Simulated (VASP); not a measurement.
Set up this calculation in VASP 6.6.1, as the native input.

* Task: single point
* Functional: PBEsol
* Potentials or basis: VASP PAW PBE potentials, release 64 (Ti_sv, Si)
* Cutoff: 520 eV
* k mesh: 14 × 14 × 12
* Occupations: gaussian, width 0.15 eV
* Spin: no spin polarisation
* Dipole correction: no
* Further INCAR settings: ALGO = Normal; EDIFF = 1e-06; NBANDS = 29

The structure of TiSi2 lies in POSCAR:

```
TiSi2
1.0
    1.8375111402     -6.4374972796      0.0000000000
    1.8375111402      6.4374972796      0.0000000000
    0.0000000000      0.0000000000      3.7154535838
Ti Si
2 4
Direct
    0.8975108623      0.1024891377      0.7500000000
    0.1024891377      0.8975108623      0.2500000000
    0.5599809709      0.4400190291      0.7500000000
    0.4400190291      0.5599809709      0.2500000000
    0.2497198722      0.7502801278      0.7500000000
    0.7502801278      0.2497198722      0.2500000000
```

One way to write it, as run:

INCAR

```
PREC     = Accurate       # precision mode
ENCUT    = 520            # plane-wave cutoff, eV
EDIFF    = 1E-6           # SCF threshold, eV
ISMEAR   = 0              # smearing method
SIGMA    = 0.15           # smearing width, eV
LREAL    = F              # projectors in reciprocal space
LASPH    = T              # aspherical terms in the spheres
NELM     = 60             # most SCF steps
ALGO     = Normal         # electronic algorithm
ISIF     = 2              # what is computed and relaxed
LWAVE    = F              # write WAVECAR
LCHARG   = F              # write CHGCAR
GGA      = PS             # functional
NBANDS   = 29             # bands
```

KPOINTS

```
regular mesh
0
Gamma
  14 14 12
```

Potentials or basis: VASP PAW PBE potentials, release 64 (Ti_sv, Si).

Launch:

```bash
$ cat potpaw_PBE.64/Ti_sv/POTCAR potpaw_PBE.64/Si/POTCAR > POTCAR
$ mpirun -np 1 vasp_std > vasp.out
```

It gave:

```
Pressure               : -7.3 GPa
Largest force          : 0.459 eV/Å
Band gap on the k mesh : zero (bands 20 and 21 overlap by 0.81 eV)
```

Caveat: the stress differs along the axes, from -13 to 4 GPa; the PAW data sets were made with another functional, which shifts forces and pressure a little.

Run time: 19 min on 1 thread of Intel(R) Xeon(R) Platinum 8259CL CPU @ 2.50GHz (Skylake/Cascade Lake), on a shared host, peak memory 0.87 GiB.
